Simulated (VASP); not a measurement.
# GaAs (F-43m) in VASP: single point with HSE06

Aim: the single point of GaAs with HSE06.

Program: VASP 6.6.1. These are calculated values, not measurements. Logs are shortened: lines on timing, memory, paths and dates and some standing lists are left out, and cuts for length are marked.

### Step 1. The cell of the first run

Symmetry: F-43m, No. 216, cubic system. The conventional cell has a = 5.666 Å, b = 5.666 Å, c = 5.666 Å, α = 90.00°, β = 90.00°, γ = 90.00°. Within 3.2 Å of Ga (site symmetry -43m) lie 4 As at 2.45 Å. As (site symmetry -43m) has 4 Ga at 2.45 Å within 3.2 Å.

### Step 2. Single point, HSE06

File POSCAR:

```
GaAs
1.0
    0.0000000000      2.8330831934      2.8330831934
    2.8330831934      0.0000000000      2.8330831934
    2.8330831934      2.8330831934      0.0000000000
Ga As
1 1
Direct
    0.0000000000      0.0000000000      0.0000000000
    0.2500000000      0.2500000000      0.2500000000
```

File INCAR.step1:

```
PREC = Accurate ; ENCUT = 400
EDIFF = 1E-5 ; ISMEAR = 1
SIGMA = 0.2 ; LREAL = F
LASPH = T ; NELM = 120
ALGO = Normal ; ISIF = 2
LWAVE = T ; LCHARG = F
GGA = PE ; NBANDS = 21
GGA_COMPAT = F
```

File INCAR.step2:

```
PREC = Accurate ; ENCUT = 400
EDIFF = 1E-6 ; ISMEAR = 1
SIGMA = 0.2 ; LREAL = F
LASPH = T ; NELM = 120
ALGO = Normal ; ISIF = 2
LWAVE = F ; LCHARG = F
GGA = PE ; LHFCALC = T
HFSCREEN = 0.2079 ; PRECFOCK = Normal
ISTART = 1 ; NBANDS = 21
GGA_COMPAT = F
```

File KPOINTS:

```
Automatic mesh
0
Gamma
  4 4 4
```

Potentials or basis: VASP PAW PBE potentials, release 64 (Ga_d, As_d).

The run is started by

```console
> cat potpaw_PBE.64/Ga_d/POTCAR potpaw_PBE.64/As_d/POTCAR > POTCAR
> cp INCAR.step1 INCAR
> mpirun -np 1 vasp_std > vasp.out
> cp INCAR.step2 INCAR
> mpirun -np 1 vasp_std > vasp.out
```

OUTCAR:

```text
PREC = Accurate
   ENCUT = 400
   EDIFF = 1E-6
   ISMEAR = 1
   LREAL = F
   LASPH = T
   NELM = 120
   ISIF = 2
   GGA = PE
   LHFCALC = T
   HFSCREEN = 0.2079
   PRECFOCK = Normal
   ISTART = 1

 ion  position               nearest neighbor table
   1  0.000  0.000  0.000-   2 2.45   2 2.45   2 2.45   2 2.45
   2  0.250  0.250  0.250-   1 2.45   1 2.45   1 2.45   1 2.45

  LATTYP: Found a face centered cubic cell.
 ALAT       =     5.6661663868

  Lattice vectors:

 A1 = (   0.0000000000,   2.8330831934,   2.8330831934)
 A2 = (   2.8330831934,   0.0000000000,   2.8330831934)
 A3 = (   2.8330831934,   2.8330831934,   0.0000000000)

Analysis of symmetry for initial positions (statically):
=====================================================================
 Subroutine PRICEL returns:
 Original cell was already a primitive cell.

 Routine SETGRP: Setting up the symmetry group for a
 face centered cubic supercell.

 Subroutine GETGRP returns: Found 24 space group operations
 (whereof 24 operations were pure point group operations)
 out of a pool of 48 trial point group operations.

The static configuration has the point symmetry T_d .

Analysis of symmetry for dynamics (positions and initial velocities):
=====================================================================
 Subroutine PRICEL returns:
 Original cell was already a primitive cell.

 Routine SETGRP: Setting up the symmetry group for a
 face centered cubic supercell.

 Subroutine GETGRP returns: Found 24 space group operations
 (whereof 24 operations were pure point group operations)
 out of a pool of 48 trial point group operations.

The dynamic configuration has the point symmetry T_d .

 Subroutine INISYM returns: Found 24 space group operations
 (whereof 24 operations are pure point group operations),
 and found     1 'primitive' translations

----------------------------------------------------------------------------------------

                                     Primitive cell

  volume of cell :      45.4787

  direct lattice vectors                    reciprocal lattice vectors
     0.000000000  2.833083193  2.833083193    -0.176486169  0.176486169  0.176486169
     2.833083193  0.000000000  2.833083193     0.176486169 -0.176486169  0.176486169
     2.833083193  2.833083193  0.000000000     0.176486169  0.176486169 -0.176486169

  length of vectors
     4.006584675  4.006584675  4.006584675     0.305683012  0.305683012  0.305683012

  position of ions in fractional coordinates (direct lattice)
     0.000000000  0.000000000  0.000000000
     0.250000000  0.250000000  0.250000000

  ion indices of the primitive-cell ions
   primitive index   ion index
                 1           1
                 2           2

----------------------------------------------------------------------------------------

 KPOINTS: Automatic mesh

Automatic generation of k-mesh.
 Grid dimensions read from file:
 generate k-points for:    4    4    4

 Generating k-lattice:

  Cartesian coordinates                     Fractional coordinates (reciprocal lattice)
    -0.044121542  0.044121542  0.044121542     0.250000000  0.000000000  0.000000000
     0.044121542 -0.044121542  0.044121542     0.000000000  0.250000000  0.000000000
     0.044121542  0.044121542 -0.044121542     0.000000000  0.000000000  0.250000000

  Length of vectors
     0.076420753  0.076420753  0.076420753

  Shift w.r.t. Gamma in fractional coordinates (k-lattice)
     0.000000000  0.000000000  0.000000000

 Subroutine IBZKPT returns following result:
 ===========================================

 Found      8 irreducible k-points:

 Following reciprocal coordinates:
            Coordinates               Weight
  0.000000  0.000000  0.000000      1.000000
  0.250000  0.000000  0.000000      8.000000
  0.500000  0.000000  0.000000      4.000000
  0.250000  0.250000  0.000000      6.000000
  0.500000  0.250000  0.000000     24.000000
 -0.250000  0.250000  0.000000     12.000000
  0.500000  0.500000  0.000000      3.000000
 -0.250000  0.500000  0.250000      6.000000
   k-points           NKPTS =      8   k-points in BZ     NKDIM =     64   number of bands    NBANDS=     21
   number of dos      NEDOS =    301   number of ions     NIONS =      2
   total plane-waves  NPLWV =  21952
   dimension x,y,z NGX =    28 NGY =   28 NGZ =   28
   dimension x,y,z NGXF=    56 NGYF=   56 NGZF=   56
   ions per type =               1   1
   NGX,Y,Z   is equivalent  to a cutoff of  11.62, 11.62, 11.62 a.u.
   NGXF,Y,Z  is equivalent  to a cutoff of  23.24, 23.24, 23.24 a.u.
 SYSTEM =  unknown system
   PREC   = accura    normal or accurate (medium, high low for compatibility)
   ISTART =      1    job   : 0-new  1-cont  2-samecut
   ICHARG =      0    charge: 1-file 2-atom 10-const
   ISPIN  =      1    spin polarized calculation?
   LNONCOLLINEAR =      F non collinear calculations
   LSORBIT =      F    spin-orbit coupling
   LASPH  =      T    aspherical Exc in radial PAW
   ENCUT  =  400.0 eV  29.40 Ry    5.42 a.u.   6.53  6.53  6.53*2*pi/ulx,y,z
   NELM   =    120;   NELMIN=  2; NELMDL=  0     # of ELM steps
   EDIFF  = 0.1E-05   stopping-criterion for ELM
   LREAL  =      F    real-space projection
   EDIFFG = 0.1E-04   stopping-criterion for IOM
   NSW    =      0    number of steps for IOM
   IBRION =     -1    ionic relax: 0-MD 1-quasi-New 2-CG
   NFREE  =      0    steps in history (QN), initial steepest desc. (CG)
   ISIF   =      2    stress and relaxation
   ISYM   =      3    0-nonsym 1-usesym 2-fastsym
   POTIM  = 0.5000    time-step for ionic-motion
   TEBEG  =    0.0;   TEEND  =   0.0 temperature during run
   PSTRESS=    0.0 pullay stress
   NELECT =      28.0000    total number of electrons
   NUPDOWN=      -1.0000    fix difference up-down
   EMIN   =  10.00;   EMAX   =-10.00  energy-range for DOS
   EFERMI =   0.00;   METHOD = LEGACY
   ISMEAR =     1;   SIGMA  =   0.20  broadening in eV -4-tet -1-fermi 0-gaus
   EFERMI_NEDOS =   21; number of points for ismear=-14 and -15
   IALGO  =     38    algorithm
   IMIX   =      1    mixing-type and parameters
     AMIX     =   0.40;   BMIX     =  1.00
     AMIX_MAG =   1.60;   BMIX_MAG =  1.00
  volume/ion in A,a.u.               =      22.74       153.45
  Fermi-wavevector in a.u.,A,eV,Ry     =   1.392702  2.631825 26.390115  1.939619
  Thomas-Fermi vector in A             =   2.516419
   LORBIT       =      0    0 simple, 1 ext, 2 COOP (PROOUT), +10 PAW based schemes
   GGA     = PE    functional components
   LHFCALC =     T    Hartree Fock is set to
   PRECFOCK=normal    Normal, Fast or Accurate (Low or Medium for compatibility)
   ENCUT4O =  -1.0   cutoff for four orbital integrals eV
   NKREDX  =     1    reduce k-point grid by
   NKREDY  =     1    reduce k-point grid by
   NKREDZ  =     1    reduce k-point grid by
   AEXX    =    0.2500 exact exchange contribution
   HFSCREEN=    0.2079 screening length (either q_TF or 0.3 A-1)
   HFSCREENC=   0.2079 screening length for correlation (either q_TF or 0.3 A-1)
   ENCUTFOCK=  -1.0 apply spherical cutoff to Coloumb kernel
   IVDW    =     0    specifies the selected vdW correction
   LEPSILON=     F    determine dielectric tensor
   LRPA    =     F    only Hartree local field effects (RPA)
 non-spin polarized calculation
 Methfessel and Paxton  Order N= 1 SIGMA  =   0.20
  energy-cutoff  :      400.00
  volume of cell :       45.48
 maximum number of plane-waves:       869
 NGX is ok and might be reduce to    28
  NGX = 20; NGY = 20; NGZ = 20

 number of electron      27.9999986 magnetization

 Free energy of the ion-electron system (eV)
  ---------------------------------------------------
  ext. energy  EPLUGINS =         0.00000000
  ---------------------------------------------------
  free energy    TOTEN  =        -9.73548140 eV

  energy without entropy =       -9.73602495  energy(sigma->0) =       -9.73566258

 E-fermi :   2.8605     XC(G=0):  -8.1760

 val. band max:        2.6920886771   @ k =   0.0000   0.0000   0.0000
 cond. band min:       4.1004835912   @ k =   0.0000   0.0000   0.0000
 fundamental gap:      1.4083949141
 Fermi energy:         2.8604638521

 k-point     1 :       0.0000    0.0000    0.0000
  band No.  band energies     occupation
      1     -35.8728      2.00000
      2     -35.8728      2.00000
      3     -35.8728      2.00000
      4     -35.8619      2.00000
      5     -35.8619      2.00000
      6     -14.6896      2.00000
[... 13 lines left out ...]
     20      13.8413      0.00000
     21      13.8413      0.00000

 k-point     2 :       0.2500    0.0000    0.0000
  band No.  band energies     occupation
      1     -35.8726      2.00000
      2     -35.8723      2.00000
      3     -35.8723      2.00000
      4     -35.8617      2.00000
      5     -35.8617      2.00000
      6     -14.7152      2.00000
[... 13 lines left out ...]
     20      12.6626      0.00000
     21      12.6626      0.00000

 k-point     3 :       0.5000    0.0000    0.0000
  band No.  band energies     occupation
      1     -35.8724      2.00000
      2     -35.8719      2.00000
      3     -35.8719      2.00000
      4     -35.8616      2.00000
      5     -35.8616      2.00000
      6     -14.7397      2.00000
[... 13 lines left out ...]
     20      15.7576      0.00000
     21      15.7576      0.00000

 k-point     4 :       0.2500    0.2500    0.0000
  band No.  band energies     occupation
      1     -35.8731      2.00000
      2     -35.8719      2.00000
      3     -35.8719      2.00000
      4     -35.8620      2.00000
      5     -35.8614      2.00000
      6     -14.7324      2.00000
[... 13 lines left out ...]
     20      14.9166      0.00000
     21      15.2317      0.00000

 k-point     5 :       0.5000    0.2500    0.0000
  band No.  band energies     occupation
      1     -35.8728      2.00000
      2     -35.8715      2.00000
      3     -35.8714      2.00000
      4     -35.8618      2.00000
      5     -35.8612      2.00000
      6     -14.7511      2.00000
[... 13 lines left out ...]
     20      15.9009      0.00000
     21      16.4492      0.00000

 k-point     6 :      -0.2500    0.2500    0.0000
  band No.  band energies     occupation
      1     -35.8723      2.00000
      2     -35.8719      2.00000
      3     -35.8718      2.00000
      4     -35.8616      2.00000
      5     -35.8615      2.00000
      6     -14.7387      2.00000
[... 13 lines left out ...]
     20      14.1877      0.00000
     21      16.5653      0.00000

 k-point     7 :       0.5000    0.5000    0.0000
  band No.  band energies     occupation
      1     -35.8734      2.00000
      2     -35.8709      2.00000
      3     -35.8709      2.00000
      4     -35.8621      2.00000
      5     -35.8608      2.00000
      6     -14.7690      2.00000
[... 13 lines left out ...]
     20      17.2573      0.00000
     21      17.2818      0.00000

 k-point     8 :      -0.2500    0.5000    0.2500
  band No.  band energies     occupation
      1     -35.8726      2.00000
      2     -35.8721      2.00000
      3     -35.8710      2.00000
      4     -35.8619      2.00000
      5     -35.8613      2.00000
      6     -14.7567      2.00000
[... 13 lines left out ...]
     20      16.2274      0.00000
     21      17.1590      0.00000

------------------------ aborting loop because EDIFF is reached ----------------------------------------

  FORCE on cell =-STRESS in cart. coord.  units (eV):
  Direction    XX          YY          ZZ          XY          YZ          ZX
  --------------------------------------------------------------------------------------
  -------------------------------------------------------------------------------------
  Total        0.2098946      0.2098946      0.2098946      0.0000000      0.0000000     -0.0000000
  in kB        7.3944158      7.3944158      7.3944158      0.0000000      0.0000000     -0.0000000
  external PRESSURE =       7.3944158 kB  Pullay stress =       0.0000000 kB

 VOLUME and BASIS-vectors are now :
 -----------------------------------------------------------------------------
  energy-cutoff  :      400.00
  volume of cell :       45.48
      direct lattice vectors                 reciprocal lattice vectors
     0.000000000  2.833083193  2.833083193    -0.176486169  0.176486169  0.176486169
     2.833083193  0.000000000  2.833083193     0.176486169 -0.176486169  0.176486169
     2.833083193  2.833083193  0.000000000     0.176486169  0.176486169 -0.176486169

 POSITION                                       TOTAL-FORCE (eV/Angst)
 -----------------------------------------------------------------------------------
      0.00000      0.00000      0.00000         0.000000      0.000000      0.000000
      1.41654      1.41654      1.41654        -0.000000     -0.000000     -0.000000
 -----------------------------------------------------------------------------------
    total drift:                                0.000016      0.000021     -0.000004

  FREE ENERGIE OF THE ION-ELECTRON SYSTEM (eV)
  ---------------------------------------------------
  free  energy   TOTEN  =        -9.7354813960 eV

  energy  without entropy=       -9.7360249511  energy(sigma->0) =       -9.73566258
```

It took 22 min on 1 thread of AMD EPYC, shared host; peak memory 0.23 GiB.

Results:

```yaml
Free_energy: -9.7355 eV
Pressure: 0.7 GPa
Band_gap_on_the_k_mesh: 1.41 eV
```

Levels at points of the mesh, in eV from the valence-band top:
| k point | band 11 | band 12 | band 13 | band 14 | band 15 | band 16 | band 17 | band 18 |
| --- | --- | --- | --- | --- | --- | --- | --- | --- |
| (0.00, 0.00, 0.00) | -13.88 | 0.00 | 0.00 | 0.00 | 1.41 | 4.54 | 4.54 | 4.54 |
| (0.50, 0.00, 0.00) | -11.98 | -7.16 | -1.22 | -1.22 | 1.77 | 5.46 | 5.46 | 8.65 |
| (0.50, 0.50, 0.00) | -11.16 | -7.35 | -2.88 | -2.88 | 2.09 | 2.35 | 11.49 | 11.49 |

Caveat: the k points lie up to 0.48 Å⁻¹ apart; the PAW data sets were made with another functional, which shifts forces and pressure a little. A k mesh can miss the band edges.
